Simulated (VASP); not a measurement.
# ZnS (F-43m) in VASP: settings compared

The runs below take ZnS through single point, with PBEsol, r2SCAN.

Program: VASP 6.6.1. These are calculated values, not measurements. Logs are shortened: lines on timing, memory, paths and dates and some standing lists are left out, and cuts for length are marked.

**What was measured.**

“Electronic, vibrational, and thermodynamic properties of ZnS (zincblende and rocksalt structure)”, 2009, arxiv:0911.5022 quotes, for a bulk crystal of ZnS at 19 K: band gap 3.85 eV (direct).

The results are compared with them further down.

### 1 The cell of the first run

The structure is cubic, space group F-43m (No. 216). The conventional cell has a = 5.388 Å, b = 5.388 Å, c = 5.388 Å, α = 90.00°, β = 90.00°, γ = 90.00°. Within 3.1 Å of Zn (site symmetry -43m) lie 4 S at 2.33 Å. Within 3.1 Å of S (site symmetry -43m) lie 4 Zn at 2.33 Å.

### 2 Single point, PBEsol

The input, INCAR:

```
ALGO = Normal
EDIFF = 1E-6
ENCUT = 520
GGA = PS
ISIF = 2
ISMEAR = 1
LASPH = True
LCHARG = False
LREAL = False
LWAVE = False
NBANDS = 16
NELM = 80
PREC = Accurate
SIGMA = 0.001
```

The input, KPOINTS:

```
k-points
0
Gamma
  6 6 6
```

The input, POSCAR:

```
ZnS
1.0
    0.0000000000      2.6940955531      2.6940955531
    2.6940955531      0.0000000000      2.6940955531
    2.6940955531      2.6940955531      0.0000000000
Zn S
1 1
Direct
    0.2500000000      0.2500000000      0.2500000000
    0.0000000000      0.0000000000      0.0000000000
```

Potentials or basis: VASP PAW PBE potentials, release 64 (Zn, S).

The run is started by

```console
cat potpaw_PBE.64/Zn/POTCAR potpaw_PBE.64/S/POTCAR > POTCAR
mpirun -np 1 vasp_std > vasp.out
```

OUTCAR:

```text
EDIFF = 1E-6
   ENCUT = 520
   GGA = PS
   ISIF = 2
   ISMEAR = 1
   LASPH = True
   LREAL = False
   NELM = 80
   PREC = Accurate

 ion  position               nearest neighbor table
   1  0.250  0.250  0.250-   2 2.33   2 2.33   2 2.33   2 2.33
   2  0.000  0.000  0.000-   1 2.33   1 2.33   1 2.33   1 2.33

  LATTYP: Found a face centered cubic cell.
 ALAT       =     5.3881911062

  Lattice vectors:

 A1 = (   0.0000000000,   2.6940955531,   2.6940955531)
 A2 = (   2.6940955531,   0.0000000000,   2.6940955531)
 A3 = (   2.6940955531,   2.6940955531,   0.0000000000)

Analysis of symmetry for initial positions (statically):
=====================================================================
 Subroutine PRICEL returns:
 Original cell was already a primitive cell.

 Routine SETGRP: Setting up the symmetry group for a
 face centered cubic supercell.

 Subroutine GETGRP returns: Found 24 space group operations
 (whereof 24 operations were pure point group operations)
 out of a pool of 48 trial point group operations.

The static configuration has the point symmetry T_d .

Analysis of symmetry for dynamics (positions and initial velocities):
=====================================================================
 Subroutine PRICEL returns:
 Original cell was already a primitive cell.

 Routine SETGRP: Setting up the symmetry group for a
 face centered cubic supercell.

 Subroutine GETGRP returns: Found 24 space group operations
 (whereof 24 operations were pure point group operations)
 out of a pool of 48 trial point group operations.

The dynamic configuration has the point symmetry T_d .

 Subroutine INISYM returns: Found 24 space group operations
 (whereof 24 operations are pure point group operations),
 and found     1 'primitive' translations

----------------------------------------------------------------------------------------

                                     Primitive cell

  volume of cell :      39.1083

  direct lattice vectors                    reciprocal lattice vectors
     0.000000000  2.694095553  2.694095553    -0.185591042  0.185591042  0.185591042
     2.694095553  0.000000000  2.694095553     0.185591042 -0.185591042  0.185591042
     2.694095553  2.694095553  0.000000000     0.185591042  0.185591042 -0.185591042

  length of vectors
     3.810026470  3.810026470  3.810026470     0.321453114  0.321453114  0.321453114

  position of ions in fractional coordinates (direct lattice)
     0.250000000  0.250000000  0.250000000
[... 62 lines left out ...]
   ICHARG =      2    charge: 1-file 2-atom 10-const
   ISPIN  =      1    spin polarized calculation?
   LNONCOLLINEAR =      F non collinear calculations
   LSORBIT =      F    spin-orbit coupling
   LASPH  =      T    aspherical Exc in radial PAW
   ENCUT  =  520.0 eV  38.22 Ry    6.18 a.u.   7.08  7.08  7.08*2*pi/ulx,y,z
   NELM   =     80;   NELMIN=  2; NELMDL= -5     # of ELM steps
   EDIFF  = 0.1E-05   stopping-criterion for ELM
   LREAL  =      F    real-space projection
[... 7 lines left out ...]
   TEBEG  =    0.0;   TEEND  =   0.0 temperature during run
   PSTRESS=    0.0 pullay stress
   NELECT =      18.0000    total number of electrons
   NUPDOWN=      -1.0000    fix difference up-down
   EMIN   =  10.00;   EMAX   =-10.00  energy-range for DOS
   EFERMI =   0.00;   METHOD = LEGACY
   ISMEAR =     1;   SIGMA  =   0.00  broadening in eV -4-tet -1-fermi 0-gaus
   EFERMI_NEDOS =   21; number of points for ismear=-14 and -15
   IALGO  =     38    algorithm
   IMIX   =      4    mixing-type and parameters
     AMIX     =   0.40;   BMIX     =  1.00
     AMIX_MAG =   1.60;   BMIX_MAG =  1.00
  volume/ion in A,a.u.               =      19.55       131.96
  Fermi-wavevector in a.u.,A,eV,Ry     =   1.263987  2.388589 21.737533  1.597664
  Thomas-Fermi vector in A             =   2.397316
   LORBIT       =      0    0 simple, 1 ext, 2 COOP (PROOUT), +10 PAW based schemes
   GGA     = PS    functional components
   LHFCALC =     F    Hartree Fock is set to
   AEXX    =    0.0000 exact exchange contribution
   IVDW    =     0    specifies the selected vdW correction
   LEPSILON=     F    determine dielectric tensor
   LRPA    =     F    only Hartree local field effects (RPA)
 non-spin polarized calculation
 Methfessel and Paxton  Order N= 1 SIGMA  =   0.00
  energy-cutoff  :      520.00
  volume of cell :       39.11
 maximum number of plane-waves:      1067
   NGX = 15   NGY = 15   NGZ = 15

 number of electron      18.0000006 magnetization

 Free energy of the ion-electron system (eV)
  ---------------------------------------------------
  ext. energy  EPLUGINS =         0.00000000
  ---------------------------------------------------
  free energy    TOTEN  =        -7.58339473 eV

  energy without entropy =       -7.58339473  energy(sigma->0) =       -7.58339473

 E-fermi :   2.1286     XC(G=0):  -9.8902

 val. band max:        2.0982413327   @ k =   0.0000   0.0000   0.0000
 cond. band min:       4.1127828794   @ k =   0.0000   0.0000   0.0000
 fundamental gap:      2.0145415467
 Fermi energy:         2.1286334975

 k-point     1 :       0.0000    0.0000    0.0000
  band No.  band energies     occupation
      1     -11.1187      2.00000
      2      -4.3112      2.00000
      3      -4.3112      2.00000
      4      -4.3112      2.00000
      5      -3.8018      2.00000
      6      -3.8018      2.00000
[... 281 lines left out ...]
      3      -4.0110      2.00000
      4      -3.9232      2.00000
      5      -3.7789      2.00000
      6      -3.4370      2.00000
[... 8 lines left out ...]
     15      16.0319      0.00000
     16      16.8769      0.00000

------------------------ aborting loop because EDIFF is reached ----------------------------------------

  FORCE on cell =-STRESS in cart. coord.  units (eV):
  Direction    XX          YY          ZZ          XY          YZ          ZX
  --------------------------------------------------------------------------------------
  -------------------------------------------------------------------------------------
  Total       -0.2762600     -0.2762600     -0.2762600      0.0000000      0.0000000     -0.0000000
  in kB      -11.3177355    -11.3177355    -11.3177355      0.0000000      0.0000000     -0.0000000
  external PRESSURE =     -11.3177355 kB  Pullay stress =       0.0000000 kB

 VOLUME and BASIS-vectors are now :
 -----------------------------------------------------------------------------
  energy-cutoff  :      520.00
  volume of cell :       39.11
      direct lattice vectors                 reciprocal lattice vectors
     0.000000000  2.694095553  2.694095553    -0.185591042  0.185591042  0.185591042
     2.694095553  0.000000000  2.694095553     0.185591042 -0.185591042  0.185591042
     2.694095553  2.694095553  0.000000000     0.185591042  0.185591042 -0.185591042

 POSITION                                       TOTAL-FORCE (eV/Angst)
 -----------------------------------------------------------------------------------
      1.34705      1.34705      1.34705        -0.000000     -0.000000     -0.000000
      0.00000      0.00000      0.00000         0.000000      0.000000      0.000000
 -----------------------------------------------------------------------------------
    total drift:                               -0.000002     -0.000002     -0.000001

  FREE ENERGIE OF THE ION-ELECTRON SYSTEM (eV)
  ---------------------------------------------------
  free  energy   TOTEN  =        -7.5833947327 eV

  energy  without entropy=       -7.5833947327  energy(sigma->0) =       -7.58339473
```

stdout:

```text
POSCAR found type information on POSCAR ZnS
 POSCAR found :  2 types and       2 ions
 scaLAPACK will be used
 -----------------------------------------------------------------------------
|                                                                             |
|                                                                             |
|     You enforced a specific xc type in the INCAR file but a different       |
|     I HOPE YOU KNOW WHAT YOU ARE DOING!                                     |
|                                                                             |
 -----------------------------------------------------------------------------

 LDA part: xc-table for (Slater+PW92), standard interpolation
 POSCAR, INCAR and KPOINTS ok, starting setup
 FFT: planning ... GRIDC
 FFT: planning ... GRID_SOFT
 FFT: planning ... GRID
 WAVECAR not read
 entering main loop
```

Wall time 11 s (1 thread of Intel Xeon Platinum 8259CL at 2.50GHz (Skylake/Cascade Lake), shared host); peak memory 0.15 GiB.

What came out:

```yaml
Free_energy: -7.5834 eV
Pressure: -1.1 GPa
Band_gap_on_the_k_mesh: 2.01 eV
```

Caveat: the PAW data sets were made with another functional, which shifts forces and pressure a little.

### 3 Single point, r2SCAN

POSCAR is that of step 2.

The input, INCAR.step1:

```
PREC     = Accurate       # precision mode
ENCUT    = 520            # plane-wave cutoff, eV
ISMEAR   = 0              # smearing method
SIGMA    = 0.01           # smearing width, eV
LREAL    = F              # projectors in reciprocal space
LASPH    = T              # aspherical terms in the spheres
NELM     = 100            # most SCF steps
NBANDS   = 16             # bands
GGA      = PE             # functional
ALGO     = Normal         # electronic algorithm
EDIFF    = 1E-4           # SCF threshold, eV
LWAVE    = T              # write WAVECAR
LCHARG   = F              # write CHGCAR
```

The input, INCAR.step2:

```
PREC     = Accurate       # precision mode
ENCUT    = 520            # plane-wave cutoff, eV
EDIFF    = 1E-6           # SCF threshold, eV
ISMEAR   = 0              # smearing method
SIGMA    = 0.01           # smearing width, eV
LREAL    = F              # projectors in reciprocal space
LASPH    = T              # aspherical terms in the spheres
NELM     = 100            # most SCF steps
ALGO     = Normal         # electronic algorithm
ISIF     = 2              # what is computed and relaxed
LWAVE    = F              # write WAVECAR
LCHARG   = F              # write CHGCAR
METAGGA  = R2SCAN         # meta-GGA
LMIXTAU  = T            
NBANDS   = 16             # bands
ISTART   = 1
```

The input, KPOINTS:

```
regular mesh
0
Gamma
  6 6 6
```

Potentials or basis: VASP PAW PBE potentials, release 64 (Zn, S).

The run is started by

```console
cat potpaw_PBE.64/Zn/POTCAR potpaw_PBE.64/S/POTCAR > POTCAR
cp INCAR.step1 INCAR
mpirun -np 1 vasp_std > vasp.out
cp INCAR.step2 INCAR
mpirun -np 1 vasp_std > vasp.out
```

Wall time 49 s (1 thread of Intel Xeon Platinum 8259CL at 2.50GHz (Skylake/Cascade Lake), shared host); peak memory 0.16 GiB.

The run converged. Its results:

```yaml
Free_energy: -18.8639 eV
Pressure: 0.1 GPa
Band_gap_on_the_k_mesh: 2.71 eV
```

Levels at points of the mesh, in eV from the valence-band top:
```tsv
k point	band 5	band 6	band 7	band 8	band 9	band 10	band 11	band 12	band 13	band 14
(0.00, 0.00, 0.00)	-5.98	-5.98	0.00	0.00	0.00	2.71	6.89	6.89	6.89	12.31
(0.50, 0.00, 0.00)	-5.95	-5.78	-5.46	-0.90	-0.90	3.83	7.39	7.39	9.45	12.91
(0.50, 0.50, 0.00)	-5.90	-5.76	-4.65	-2.31	-2.31	3.71	4.48	11.83	12.88	12.88
```

Caveat: the PAW data sets were made with another functional, which shifts forces and pressure a little.

### 4 Against experiment

Step 3. Against the measured gap of ZnS, 3.85 eV (direct; 19 K; quoted in “Electronic, vibrational, and thermodynamic properties of ZnS (zincblende and rocksalt structure)”, 2009, arxiv:0911.5022), the calculated 2.71 eV is off by -1.14 eV. The value is that of r2SCAN, without temperature or zero-point motion.
